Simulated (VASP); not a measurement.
SnO (Romarchite):

```
Sn O
1.0
     3.79860    0.00000    0.00000
     0.00000    3.79860    0.00000
     0.00000    0.00000    4.84080
Sn O
2 2
Direct
  0.50000 0.00000 0.23690
  0.00000 0.50000 0.76310
  0.00000 0.00000 0.00000
  0.50000 0.50000 0.00000
```

Base run:

```yaml
Program: VASP 6.6.1
Functional: LDA
Potentials_or_basis: VASP PAW LDA potentials, release 64 (Sn_d, O)
Cutoff: 520 eV
k_mesh: 6 × 6 × 6
Occupations: gaussian, width 0.01 eV
Spin: no spin polarisation
```

Its results: band gap on the k mesh 0.13 eV, indirect (least direct gap 1.97 eV); pressure -1.9 GPa; largest force 0.007 eV/Å.

Problem. The run is repeated on the same cell with these changes: k mesh from 6 × 6 × 6 to 2 × 2 × 2. What comes out?

Solution. Band gap on the k mesh 0.08 eV, indirect (least direct gap 1.97 eV); pressure -2.6 GPa; largest force 0.297 eV/Å.

Caveats: some runs use coarse meshes; spin-orbit coupling is left out, which moves the levels of the heavy elements.

A k mesh can miss the band edges.
